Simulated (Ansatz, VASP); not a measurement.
BiTe: VASP beside Ansatz

```xyz
2
Lattice="0.0000 3.1056 3.2350 3.1056 0.0000 3.2350 3.1056 3.1056 0.0000" Properties=species:S:1:pos:R:3 pbc="T T T"
Bi    0.0000    0.0000    0.0000
Te    3.1056    3.1056    3.2350
```

Change from the starting cell: strain -0.0400 x Voigt [1, 1, 0, 0, 0, 0], atoms carried along.

Alike in both runs: task single point; functional PBEsol; k mesh 14 × 14 × 14; no spin polarisation.

|  | VASP | Ansatz |
| --- | --- | --- |
| version | VASP 6.6.1 | Ansatz 0.2.0 |
| potentials or method | VASP PAW PBE potentials, release 64 (Bi_d, Te), cutoff 520 eV | scalar-relativistic, plane waves, PAW |
| occupations | methfessel-paxton of order 1, width 0.1 eV | cold, width 0.1 eV |
| valence electrons in the cell | 21 | 31 |

|  | VASP | Ansatz | Ansatz less VASP |
| --- | --- | --- | --- |
| gap on the k mesh at the Fermi level (eV) | none | none | - |
| pressure (GPa) | 3.0 | 3.0 | 0.00 |
| traceless stress, the component that is largest in VASP (GPa) | -2.97 | -2.96 | +0.013 |

VASP's potentials were made for PBE, not for PBEsol. A gap of «none» marks a metal or a gap that the smearing closes. VASP's potentials hold 21 valence electrons a cell and Ansatz's 31, so a difference there can come from the potentials and not from the codes.

Neither program's run includes spin-orbit coupling.
